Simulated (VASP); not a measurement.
# Ga in VASP: notebook, part 2 of 2

VASP 6.6.1. The steps go on from the part before.

### Step 3. Single point, PBE (equal xx and yy strain of -1 %)

File INCAR:

```
SYSTEM = Ga
  PREC = Accurate
  ENCUT = 520
  EDIFF = 1E-6
  ISMEAR = -1
  SIGMA = 0.08
  LREAL = .False.
  LASPH = .True.
  NELM = 60
  ALGO = Normal
  ISIF = 2
  LWAVE = .False.
  LCHARG = .False.
  GGA = PE
  NBANDS = 20
```

File KPOINTS:

```
regular mesh
0
Gamma
  12 12 10
  0 0 0
```

File POSCAR:

```
Ga
1.0
    1.4355000000     -4.0243500000      0.0000000000
    1.4355000000      4.0243500000      0.0000000000
    0.0000000000      0.0000000000      3.1700000000
Ga
2
Direct
    0.8670000000      0.1330000000      0.2500000000
    0.1330000000      0.8670000000      0.7500000000
```

Potentials or basis: VASP PAW PBE potentials, release 64 (Ga_d).

The run is started by

```sh
> cat potpaw_PBE.64/Ga_d/POTCAR > POTCAR
> mpirun -np 1 vasp_std > vasp.out
```

OUTCAR:

```text
SYSTEM = Ga
   PREC = Accurate
   ENCUT = 520
   EDIFF = 1E-6
   ISMEAR = -1
   LREAL = .False.
   LASPH = .True.
   NELM = 60
   ISIF = 2
   GGA = PE

 ion  position               nearest neighbor table
   1  0.867  0.133  0.250-   2 2.66   2 2.66   2 2.85   2 2.85   2 2.85   2 2.85
   2  0.133  0.867  0.750-   1 2.66   1 2.66   1 2.85   1 2.85   1 2.85   1 2.85

  LATTYP: Found a base centered orthorhombic cell.
 ALAT       =     2.8710000000
 B/A-ratio  =     2.8034482759
 C/A-ratio  =     1.1041448972

  Lattice vectors:

[... 191 lines left out ...]
      4      -9.2817      2.00000
      5      -9.0739      2.00000
      6      -9.0602      2.00000
[... 541 lines left out ...]
     19      16.6047      0.00000
     20      18.7659      0.00000

 [... further k-points ...]
[... 5 lines left out ...]
  --------------------------------------------------------------------------------------
  -------------------------------------------------------------------------------------
  Total        0.0700671      0.9113767      0.8891057      0.0000000      0.0000000      0.0000000
  in kB        3.0650433     39.8676193     38.8933869      0.0000000      0.0000000      0.0000000
  external PRESSURE =      27.2753498 kB  Pullay stress =       0.0000000 kB

 VOLUME and BASIS-vectors are now :
 -----------------------------------------------------------------------------
  energy-cutoff  :      520.00
  volume of cell :       36.63
      direct lattice vectors                 reciprocal lattice vectors
     1.435500000 -4.024350000  0.000000000     0.348310693 -0.124243667  0.000000000
     1.435500000  4.024350000  0.000000000     0.348310693  0.124243667  0.000000000
     0.000000000  0.000000000  3.170000000     0.000000000  0.000000000  0.315457413

 POSITION                                       TOTAL-FORCE (eV/Angst)
 -----------------------------------------------------------------------------------
      1.43550     -2.95387      0.79250         0.000000      0.204791      0.000000
      1.43550      2.95387      2.37750         0.000000     -0.204791      0.000000
 -----------------------------------------------------------------------------------
    total drift:                                0.000000      0.000000     -0.000000

  FREE ENERGIE OF THE ION-ELECTRON SYSTEM (eV)
  ---------------------------------------------------
  free  energy   TOTEN  =        -5.7515949892 eV

  energy  without entropy=       -5.7342608893  energy(sigma->0) =       -5.74292794
```

OSZICAR:

```text
N       E                     dE             d eps       ncg     rms          rms(c)
DAV:   1     0.129683777805E+03    0.12968E+03   -0.13156E+04 10960   0.248E+03
DAV:   2     0.536356930937E+01   -0.12432E+03   -0.12113E+03 10616   0.382E+02
DAV:   3    -0.564321275319E+01   -0.11007E+02   -0.10950E+02 11660   0.936E+01
DAV:   4    -0.580378294976E+01   -0.16057E+00   -0.16048E+00 11832   0.124E+01
DAV:   5    -0.580652368981E+01   -0.27407E-02   -0.27406E-02 11648   0.160E+00    0.143E+00
DAV:   6    -0.576167944894E+01    0.44844E-01   -0.87128E-02 13852   0.497E+00    0.741E-01
DAV:   7    -0.575256553893E+01    0.91139E-02   -0.17641E-02 14908   0.188E+00    0.200E-01
DAV:   8    -0.575157498037E+01    0.99056E-03   -0.23103E-03 11188   0.672E-01    0.192E-02
DAV:   9    -0.575159470350E+01   -0.19723E-04   -0.11077E-04 12396   0.110E-01    0.760E-03
DAV:  10    -0.575159498917E+01   -0.28568E-06   -0.60124E-06 11008   0.290E-02
   1 F= -.57515950E+01 E0= -.57429279E+01  d E =-.173341E-01
```

Run time: 2.2 min. Hardware: 1 thread of AMD EPYC 7R43 (Zen 3), shared host; peak memory 0.24 GiB.

Results:

```
Free energy            : -5.7516 eV
Pressure               : 2.7 GPa
Largest force          : 0.205 eV/Å
Band gap on the k mesh : zero (band 13 reaches 10.87 eV, above the bottom of band 14 at 1.49 eV)
```

Forces in eV/Å, atoms in the order of the input:
```
Ga   0.000  0.205  0.000
Ga   0.000 -0.205  0.000
```

Stress tensor (GPa, compression positive):
```
0.31 0.00 0.00
0.00 3.99 0.00
0.00 0.00 3.89
```

Levels at points of the mesh, in eV from the Fermi level:
```
           k point  band 10  band 11  band 12  band 13  band 14  band 15  band 16  band 17
(0.00, 0.00, 0.00)   -14.72   -11.43    -2.31    -1.51     2.71     6.43     8.05     8.99
(0.50, 0.00, 0.00)   -14.78    -6.74    -5.51    -1.80    -0.37     6.62     6.67     9.12
(0.50, 0.50, 0.00)   -14.79    -9.36    -8.71     5.00     5.75     5.96     7.04     7.19
(0.00, 0.00, 0.50)   -14.80    -7.59    -7.59     1.84     1.84     2.56     2.56    10.57
(0.50, 0.00, 0.50)   -14.77    -3.10    -3.10    -1.68    -1.68     1.86     1.86     4.27
(0.50, 0.50, 0.50)   -14.86    -5.70    -5.70    -4.38    -4.38     9.78     9.78    11.68
```

Caveat: the cell differs from its parent crystal (equal xx and yy strain of -1 %).

### Step 4. Single point, PBE (equal xx and yy strain of +2 %)

INCAR: that of step 3 with these lines changed.

```diff
@@ -3,3 +3,3 @@
   ENCUT = 520
-  EDIFF = 1E-6
+  EDIFF = 1E-7
   ISMEAR = -1
@@ -8,3 +8,3 @@
   LASPH = .True.
-  NELM = 60
+  NELM = 100
   ALGO = Normal
```

KPOINTS is that of step 3.

File POSCAR:

```
Ga
1.0
    1.4790000000     -4.1463000000      0.0000000000
    1.4790000000      4.1463000000      0.0000000000
    0.0000000000      0.0000000000      3.1700000000
Ga
2
Direct
    0.8670000000      0.1330000000      0.2500000000
    0.1330000000      0.8670000000      0.7500000000
```

Potentials or basis: VASP PAW PBE potentials, release 64 (Ga_d).

The run is started by

```sh
> cat potpaw_PBE.64/Ga_d/POTCAR > POTCAR
> mpirun -np 1 vasp_std > vasp.out
```

OUTCAR:

```text
SYSTEM = Ga
   PREC = Accurate
   ENCUT = 520
   EDIFF = 1E-7
   ISMEAR = -1
   LREAL = .False.
   LASPH = .True.
   NELM = 100
   ISIF = 2
   GGA = PE

 ion  position               nearest neighbor table
   1  0.867  0.133  0.250-   2 2.72   2 2.72   2 2.91   2 2.91   2 2.91   2 2.91
   2  0.133  0.867  0.750-   1 2.72   1 2.72   1 2.91   1 2.91   1 2.91   1 2.91

  LATTYP: Found a base centered orthorhombic cell.
 ALAT       =     2.9580000000
 B/A-ratio  =     2.8034482759
 C/A-ratio  =     1.0716700473

  Lattice vectors:

 A1 = (   1.4790000000,  -4.1463000000,   0.0000000000)
 A2 = (   1.4790000000,   4.1463000000,   0.0000000000)
 A3 = (   0.0000000000,   0.0000000000,   3.1700000000)

Analysis of symmetry for initial positions (statically):
=====================================================================
 Subroutine PRICEL returns:
 Original cell was already a primitive cell.

 Routine SETGRP: Setting up the symmetry group for a
 base centered orthorhombic supercell.

 Subroutine GETGRP returns: Found  8 space group operations
 (whereof  4 operations were pure point group operations)
 out of a pool of  8 trial point group operations.
[... 156 lines left out ...]

 Free energy of the ion-electron system (eV)
  ---------------------------------------------------
  ext. energy  EPLUGINS =         0.00000000
  ---------------------------------------------------
  free energy    TOTEN  =        -5.76163380 eV

  energy without entropy =       -5.74391976  energy(sigma->0) =       -5.75277678

 E-fermi :   5.2888     XC(G=0): -10.8220

 val. band max:        5.2700730226   @ k =  -0.4167   0.1667   0.1000
 cond. band min:       5.3178456249   @ k =   0.1667   0.1667   0.2000
 fundamental gap:      0.0477726023
 Fermi energy:         5.2888044602

 k-point     1 :       0.0000    0.0000    0.0000
  band No.  band energies     occupation
      1      -9.8487      2.00000
      2      -9.8175      2.00000
      3      -9.7608      2.00000
      4      -9.7406      2.00000
      5      -9.5818      2.00000
      6      -9.5650      2.00000
[... 541 lines left out ...]
     19      15.8485      0.00000
     20      17.4966      0.00000

 [... further k-points ...]
[... 5 lines left out ...]
  --------------------------------------------------------------------------------------
  -------------------------------------------------------------------------------------
  Total       -0.5854667      0.2544069      0.2242183      0.0000000     -0.0000000      0.0000000
  in kB      -24.1265155     10.4838640      9.2398196      0.0000000     -0.0000000      0.0000000
  external PRESSURE =      -1.4676107 kB  Pullay stress =       0.0000000 kB

 VOLUME and BASIS-vectors are now :
 -----------------------------------------------------------------------------
  energy-cutoff  :      520.00
  volume of cell :       38.88
      direct lattice vectors                 reciprocal lattice vectors
     1.479000000 -4.146300000  0.000000000     0.338066261 -0.120589441  0.000000000
     1.479000000  4.146300000  0.000000000     0.338066261  0.120589441  0.000000000
     0.000000000  0.000000000  3.170000000     0.000000000  0.000000000  0.315457413

 POSITION                                       TOTAL-FORCE (eV/Angst)
 -----------------------------------------------------------------------------------
      1.47900     -3.04338      0.79250         0.000000      0.182258     -0.000000
      1.47900      3.04338      2.37750         0.000000     -0.182258      0.000000
 -----------------------------------------------------------------------------------
    total drift:                                0.000000     -0.000000     -0.000000

  FREE ENERGIE OF THE ION-ELECTRON SYSTEM (eV)
  ---------------------------------------------------
  free  energy   TOTEN  =        -5.7616337958 eV

  energy  without entropy=       -5.7439197604  energy(sigma->0) =       -5.75277678
```

OSZICAR:

```text
N       E                     dE             d eps       ncg     rms          rms(c)
DAV:   1     0.131607076653E+03    0.13161E+03   -0.13218E+04 10860   0.244E+03
DAV:   2     0.572428434282E+01   -0.12588E+03   -0.12288E+03 10652   0.384E+02
DAV:   3    -0.563354039034E+01   -0.11358E+02   -0.11305E+02 11568   0.944E+01
DAV:   4    -0.580777053963E+01   -0.17423E+00   -0.17414E+00 11844   0.129E+01
DAV:   5    -0.581072138359E+01   -0.29508E-02   -0.29507E-02 11808   0.165E+00    0.131E+00
DAV:   6    -0.577072820180E+01    0.39993E-01   -0.78480E-02 13956   0.453E+00    0.685E-01
DAV:   7    -0.576245904335E+01    0.82692E-02   -0.16274E-02 14812   0.175E+00    0.187E-01
DAV:   8    -0.576161374638E+01    0.84530E-03   -0.21721E-03 11120   0.638E-01    0.188E-02
DAV:   9    -0.576163374589E+01   -0.20000E-04   -0.10510E-04 12356   0.108E-01    0.675E-03
DAV:  10    -0.576163405790E+01   -0.31201E-06   -0.59428E-06 12028   0.291E-02    0.116E-03
DAV:  11    -0.576163382729E+01    0.23061E-06   -0.48159E-07 11544   0.937E-03    0.557E-04
DAV:  12    -0.576163379583E+01    0.31466E-07   -0.50466E-08  6188   0.306E-03
   1 F= -.57616338E+01 E0= -.57527768E+01  d E =-.177140E-01
```

Run time: 3.4 min. Hardware: 1 thread of AMD EPYC 7R43 (Zen 3), shared host; peak memory 0.26 GiB.

What came out:

- Free energy: -5.7616 eV
- Pressure: -0.1 GPa
- Largest force: 0.182 eV/Å
- Band gap on the k mesh: zero (band 13 reaches 10.62 eV, above the bottom of band 14 at 1.27 eV)

Forces in eV/Å, atoms in the order of the input:
```
Ga   0.000  0.182  0.000
Ga   0.000 -0.182  0.000
```

Caveat: the cell differs from its parent crystal (equal xx and yy strain of +2 %).

### Step 5. Single point, PBE (equal xy, yz and zx shear strains of +1 %)

File INCAR:

```
SYSTEM = Ga
ALGO     = Normal         ! electronic algorithm
EDIFF    = 1E-7           ! SCF threshold, eV
ENCUT    = 520            ! plane-wave cutoff, eV
GGA      = PE             ! functional
ISIF     = 2              ! what is computed and relaxed
ISMEAR   = -1             ! smearing method
LASPH    = .TRUE.         ! aspherical terms in the spheres
LCHARG   = .FALSE.        ! write CHGCAR
LREAL    = .FALSE.        ! projectors in reciprocal space
LWAVE    = .FALSE.        ! write WAVECAR
NBANDS   = 20             ! bands
NELM     = 100            ! most SCF steps
PREC     = Accurate       ! precision mode
SIGMA    = 0.08           ! smearing width, eV
```

File KPOINTS:

```
k-points
0
G
  12 12 10
  0 0 0
```

File POSCAR:

```
Ga
1.0
    1.4296750000     -4.0577500000     -0.0130750000
    1.4703250000      4.0722500000      0.0275750000
    0.0158500000      0.0158500000      3.1700000000
Ga
2
Direct
    0.8670000000      0.1330000000      0.2500000000
    0.1330000000      0.8670000000      0.7500000000
```

The run is started by

```sh
> cat potpaw_PBE.64/Ga_d/POTCAR > POTCAR
> mpirun -np 1 vasp_std > vasp.out
```

It took 3.1 min on 1 thread of Intel Xeon 6975P-C (Granite Rapids), shared host; peak memory 0.5 GiB.

It converged, with:

| Property | Result |
| --- | --- |
| Free energy | -5.7592 eV |
| Pressure | 1.7 GPa |
| Largest force | 0.196 eV/Å |
| Band gap on the k mesh | zero (band 13 reaches 10.78 eV, above the bottom of band 14 at 1.43 eV) |

Forces on the atoms (eV/Å):
```
Ga   0.009  0.196 -0.009
Ga  -0.009 -0.196  0.009
```

Stress tensor (GPa, compression positive):
```
-0.65 -0.02  0.09
-0.02  3.00 -0.41
 0.09 -0.41  2.89
```

Levels at points of the mesh, in eV from the Fermi level:
```tsv
k point	band 10	band 11	band 12	band 13	band 14	band 15	band 16	band 17
(0.00, 0.00, 0.00)	-14.70	-11.26	-2.29	-1.60	2.88	6.56	7.81	8.74
(0.50, 0.00, 0.00)	-14.75	-6.68	-5.43	-1.85	-0.54	6.57	6.78	9.03
(0.00, 0.50, 0.00)	-14.75	-6.77	-5.44	-1.71	-0.35	6.34	6.68	8.74
(0.50, 0.50, 0.00)	-14.77	-9.24	-8.60	5.11	5.78	5.84	7.07	7.18
(0.00, 0.00, 0.50)	-14.78	-7.44	-7.43	1.75	1.90	2.43	2.56	10.23
(0.50, 0.00, 0.50)	-14.75	-3.04	-3.03	-1.63	-1.60	1.61	1.91	4.02
(0.00, 0.50, 0.50)	-14.75	-3.13	-3.11	-1.65	-1.57	1.93	1.93	4.28
(0.50, 0.50, 0.50)	-14.83	-5.69	-5.53	-4.27	-4.24	9.56	9.57	11.30
```

Caveat: the cell differs from its parent crystal (equal xy, yz and zx shear strains of +1 %).

### Step 6. The runs side by side

| cell | gap on the mesh (eV) | pressure (GPa) | largest force (eV/Å) |
| --- | --- | --- | --- |
| a = 4.186, b = 4.186, c = 3.170 Å, angles 90.0, 90.0, 140.7°, 2 atoms | none | 5.4 | 0.21 |
| a = 4.273, b = 4.273, c = 3.170 Å, angles 90.0, 90.0, 140.7°, 2 atoms | none | 2.7 | 0.20 |
| a = 4.402, b = 4.402, c = 3.170 Å, angles 90.0, 90.0, 140.7°, 2 atoms | none | -0.1 | 0.18 |
| a = 4.302, b = 4.330, c = 3.170 Å, angles 89.3, 90.3, 140.7°, 2 atoms | none | 1.7 | 0.20 |

Alike in all rows: task single point; level PBE; potentials or basis VASP PAW PBE potentials, release 64 (Ga_d); no spin polarisation; k mesh 12 × 12 × 10; cutoff (eV) 520; smearing fermi-dirac 0.08 eV.

Total energies depend on the potentials used, so only differences within one code and one set of settings carry meaning.
